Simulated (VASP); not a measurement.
# AlN (I-4m2) in VASP: notebook, part 2 of 2

VASP 6.6.1.

### Step 3. Single point, LDA (in-plane strain +0.005)

INCAR

```
SYSTEM = AlN
  PREC = Accurate
  ENCUT = 520
  EDIFF = 1E-6
  ISMEAR = 0
  SIGMA = 0.01
  LREAL = .False.
  LASPH = .True.
  NELM = 100
  ALGO = Normal
  ISIF = 2
  LWAVE = .False.
  LCHARG = .False.
  GGA = CA
  NBANDS = 11
```

KPOINTS

```
regular mesh
0
Gamma
  10 10 10
  0 0 0
```

POSCAR

```
AlN
1.0
    2.1819988116      2.1819988116      0.0000000000
   -2.1819988116      2.1819988116      0.0000000000
    0.0000000000      2.1819988116      2.1646296669
Al N
1 1
Direct
    0.0000000000      0.0000000000      0.0000000000
    0.2500000000      0.7500000000      0.5000000000
```

Potentials or basis: VASP PAW LDA potentials, release 64 (Al, N).

Run with:

```console
$ cat potpaw_LDA.64/Al/POTCAR potpaw_LDA.64/N/POTCAR > POTCAR
$ mpirun -np 1 vasp_std > vasp.out
```

OUTCAR:

```text
SYSTEM = AlN
   PREC = Accurate
   ENCUT = 520
   EDIFF = 1E-6
   ISMEAR = 0
   LREAL = .False.
   LASPH = .True.
   NELM = 100
   ISIF = 2
   GGA = CA

 ion  position               nearest neighbor table
   1  0.000  0.000  0.000-   2 1.88   2 1.88   2 1.88   2 1.88
   2  0.250  0.750  0.500-   1 1.88   1 1.88   1 1.88   1 1.88

  LATTYP: Found a body centered tetragonal cell.
 ALAT       =     3.0858123124
 C/A-ratio  =     1.4029561410

  Lattice vectors:

 A1 = (   2.1819988116,   0.0000000000,  -2.1646296669)
 A2 = (  -2.1819988116,   0.0000000000,  -2.1646296669)
 A3 = (   0.0000000000,   2.1819988116,   2.1646296669)

Analysis of symmetry for initial positions (statically):
=====================================================================
 Subroutine PRICEL returns:
 Original cell was already a primitive cell.

 Routine SETGRP: Setting up the symmetry group for a
 body centered tetragonal supercell.

 Subroutine GETGRP returns: Found  8 space group operations
 (whereof  8 operations were pure point group operations)
 out of a pool of 16 trial point group operations.

The static configuration has the point symmetry D_2d.
[... 164 lines left out ...]
 cond. band min:       9.0130635875   @ k =   0.0000   0.0000   0.5000
 fundamental gap:      3.1805679693
 Fermi energy:         5.8885955898

 k-point     1 :       0.0000    0.0000    0.0000
  band No.  band energies     occupation
      1      -9.0756      2.00000
      2       5.7995      2.00000
      3       5.7995      2.00000
      4       5.8325      2.00000
      5      10.1409      0.00000
      6      18.2438      0.00000
      7      18.2527      0.00000
      8      18.2527      0.00000
      9      23.2893      0.00000
     10      23.5438      0.00000
     11      24.7257      0.00000
[... 309 lines left out ...]
 k-point    24 :       0.4000    0.3000    0.0000
  band No.  band energies     occupation
      1      -6.3833      2.00000
      2       1.1766      2.00000
      3       2.4105      2.00000
      4       4.6246      2.00000
      5      11.5609      0.00000
      6      15.9003      0.00000
      7      18.3620      0.00000
      8      19.2943      0.00000
      9      21.5174      0.00000
     10      24.9735      0.00000
     11      29.8821      0.00000

 [... further k-points ...]
[... 5 lines left out ...]
  --------------------------------------------------------------------------------------
  -------------------------------------------------------------------------------------
  Total       -0.1537617     -0.1537617     -0.0193502      0.0000000      0.0000000      0.0000000
  in kB      -11.9518808    -11.9518808     -1.5040852      0.0000000      0.0000000      0.0000000
  external PRESSURE =      -8.4692823 kB  Pullay stress =       0.0000000 kB

 VOLUME and BASIS-vectors are now :
 -----------------------------------------------------------------------------
  energy-cutoff  :      520.00
  volume of cell :       20.61
      direct lattice vectors                 reciprocal lattice vectors
     2.181998812  2.181998812  0.000000000     0.229147696  0.229147696 -0.230986393
    -2.181998812  2.181998812  0.000000000    -0.229147696  0.229147696 -0.230986393
     0.000000000  2.181998812  2.164629667     0.000000000  0.000000000  0.461972787

 POSITION                                       TOTAL-FORCE (eV/Angst)
 -----------------------------------------------------------------------------------
      0.00000      0.00000      0.00000        -0.000000     -0.000000      0.000000
     -1.09100      3.27300      1.08231         0.000000      0.000000      0.000000
 -----------------------------------------------------------------------------------
    total drift:                                0.000000      0.000000      0.000000

  FREE ENERGIE OF THE ION-ELECTRON SYSTEM (eV)
  ---------------------------------------------------
  free  energy   TOTEN  =       -16.3750787064 eV

  energy  without entropy=      -16.3750787064  energy(sigma->0) =      -16.37507871
```

OSZICAR:

```text
N       E                     dE             d eps       ncg     rms          rms(c)
DAV:   1     0.719133116077E+01    0.71913E+01   -0.40059E+03  2348   0.608E+02
DAV:   2    -0.182434145576E+02   -0.25435E+02   -0.24718E+02  2692   0.124E+02
DAV:   3    -0.189237075677E+02   -0.68029E+00   -0.67946E+00  2791   0.187E+01
DAV:   4    -0.189264743253E+02   -0.27668E-02   -0.27666E-02  2529   0.144E+00
DAV:   5    -0.189264980939E+02   -0.23769E-04   -0.23768E-04  2745   0.127E-01    0.871E+00
DAV:   6    -0.164477245974E+02    0.24788E+01   -0.12733E+01  2529   0.175E+01    0.296E+00
DAV:   7    -0.164044942366E+02    0.43230E-01   -0.10977E-01  2619   0.248E+00    0.197E+00
DAV:   8    -0.163757086214E+02    0.28786E-01   -0.32124E-02  2592   0.160E+00    0.409E-01
DAV:   9    -0.163750666726E+02    0.64195E-03   -0.22678E-03  2649   0.288E-01    0.188E-01
DAV:  10    -0.163750829268E+02   -0.16254E-04   -0.12931E-04  2568   0.793E-02    0.579E-02
DAV:  11    -0.163750787497E+02    0.41771E-05   -0.41901E-06  2643   0.167E-02    0.107E-02
DAV:  12    -0.163750787064E+02    0.43344E-07   -0.82598E-08  1497   0.217E-03
   1 F= -.16375079E+02 E0= -.16375079E+02  d E =-.121138E-18
```

stdout:

```text
POSCAR found type information on POSCAR AlN
 POSCAR found :  2 types and       2 ions
 scaLAPACK will be used
 LDA part: xc-table for (Slater(with rela. corr.)+CA(PZ))
 , standard interpolation
 POSCAR, INCAR and KPOINTS ok, starting setup
 FFT: planning ... GRIDC
 FFT: planning ... GRID_SOFT
 FFT: planning ... GRID
 WAVECAR not read
 entering main loop
```

Run time: 13 s. Hardware: 1 thread of Intel Xeon Platinum 8259CL at 2.50GHz (Skylake/Cascade Lake), shared host; peak memory 0.13 GiB.

Results:

```
Free energy            : -16.3751 eV
Pressure               : -0.8 GPa
Band gap on the k mesh : 3.18 eV, indirect (least direct gap 4.31 eV)
```

Stress tensor (GPa, compression positive):
```
-1.20  0.00  0.00
 0.00 -1.20  0.00
 0.00  0.00 -0.15
```

Caveat: the cell differs from its parent crystal (in-plane strain +0.005). A k mesh can miss the band edges.

### Step 4. Single point, LDA (film at in-plane strain +0.005)

INCAR

```
SYSTEM = AlN
PREC = Accurate
ENCUT = 520
EDIFF = 1E-6
ISMEAR = 0
SIGMA = 0.01
LREAL = .False.
LASPH = .True.
NELM = 100
ALGO = Normal
ISIF = 2
LWAVE = .False.
LCHARG = .False.
GGA = CA
NBANDS = 11
```

KPOINTS

```
Automatic mesh
0
Gamma
  10 10 10
  0 0 0
```

Edit POSCAR of step 3 so:

```diff
@@ -4,3 +4,3 @@
    -2.1819988116      2.1819988116      0.0000000000
-    0.0000000000      2.1819988116      2.1646296669
+    0.0000000000      2.1819988116      2.1591969843
 Al N
```

Run with:

```console
$ cat potpaw_LDA.64/Al/POTCAR potpaw_LDA.64/N/POTCAR > POTCAR
$ mpirun -np 1 vasp_std > vasp.out
```

It took 12 s on 1 thread of Intel Xeon Platinum 8259CL at 2.50GHz (Skylake/Cascade Lake), shared host; peak memory 0.13 GiB.

It converged, with:

| Quantity | Value |
| --- | --- |
| Free energy | -16.3750 eV |
| Pressure | -0.3 GPa |
| Band gap on the k mesh | 3.17 eV, indirect (least direct gap 4.32 eV) |

Stress tensor (GPa, compression positive):
```
-0.78  0.00  0.00
 0.00 -0.78  0.00
 0.00  0.00  0.58
```

Levels at points of the mesh, in eV from the valence-band top:
```tsv
k point	band 2	band 3	band 4	band 5	band 6	band 7
(0.00, 0.00, 0.00)	-0.04	-0.04	0.00	4.32	12.43	12.44
(0.50, 0.00, 0.00)	-5.99	-0.56	-0.47	7.36	9.83	10.92
(0.50, 0.50, 0.00)	-5.06	-1.81	-1.81	3.22	8.51	13.84
(0.00, 0.00, 0.50)	-4.96	-1.89	-1.89	3.17	8.35	14.03
```

Caveat: the cell differs from its parent crystal (film at in-plane strain +0.005).
